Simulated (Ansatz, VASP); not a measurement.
One calculation of GaSi2S2, two programs

```
Ga Si S
1.0
     3.92564    0.00000    0.00000
    -1.96282    3.39970    0.00000
     0.00000    0.00000   15.63426
Ga Si S
2 4 4
Cartesian
  1.9628 3.3997 7.8171
  0.0000 0.0000 0.0000
  1.9628 1.1332 4.2818
  1.9628 1.1332 12.0989
  0.0000 2.2665 3.5354
  0.0000 2.2665 11.3525
  1.9628 1.1332 6.4521
  1.9628 1.1332 14.2692
  0.0000 2.2665 1.3651
  0.0000 2.2665 9.1822
```

Alike in both runs: task single point; functional PBE; k mesh 6 × 6 × 2; occupations gaussian, width 0.2 eV; no spin polarisation.

```csv
,VASP,Ansatz
version,VASP 6.6.1,Ansatz 0.2.0
potentials or method,"VASP PAW PBE potentials, release 64 (Ga_d, Si, S), cutoff 500 eV","scalar-relativistic, plane waves, PAW"
valence electrons in the cell,66,66
```

|  | VASP | Ansatz | Ansatz less VASP |
| --- | --- | --- | --- |
| gap on the k mesh at the Fermi level (eV) | none | none | - |
| pressure (GPa) | 0.1 | 0.1 | +0.06 |
| traceless stress, the component that is largest in VASP (GPa) | -0.19 | -0.06 | +0.136 |
| rms of the force components (eV/Å) | 0.013 | 0.008 | -0.0054 |

Atom by atom the forces differ by 0.017 eV/Å (rms over components). A gap of «none» marks a metal or a gap that the smearing closes. With one functional, cell and mesh, what is left measures potentials, basis and numerics.
